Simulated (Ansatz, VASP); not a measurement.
## BaTe: VASP beside Ansatz

```
Ba Te
1.0
     0.00000    3.64739    3.64739
     3.64739    0.00000    3.64739
     3.64739    3.64739    0.00000
Ba Te
1 1
Direct
  0.50000 0.50000 0.50000
  0.00000 0.00000 0.00000
```

Alike in both runs: task single point; functional PBE; k mesh 8 × 8 × 8; occupations gaussian, width 0.02 eV; no spin polarisation.

|  | VASP | Ansatz |
| --- | --- | --- |
| version | VASP 6.6.1 | Ansatz 0.2.0 |
| potentials or method | VASP PAW PBE potentials, release 64 (Ba_sv, Te), cutoff 520 eV | scalar-relativistic, plane waves, PAW |
| valence electrons in the cell | 16 | 26 |

|  | VASP | Ansatz | Ansatz less VASP |
| --- | --- | --- | --- |
| gap on the k mesh at the Fermi level (eV) | 1.75 | 1.81 | +0.062 |
| least direct gap on the mesh (eV) | 2.12 | 2.16 | +0.040 |
| pressure (GPa) | -2.0 | -2.2 | -0.21 |

VASP's potentials hold 16 valence electrons a cell and Ansatz's 26, so a difference there can come from the potentials and not from the codes.

Spin-orbit coupling is off throughout.
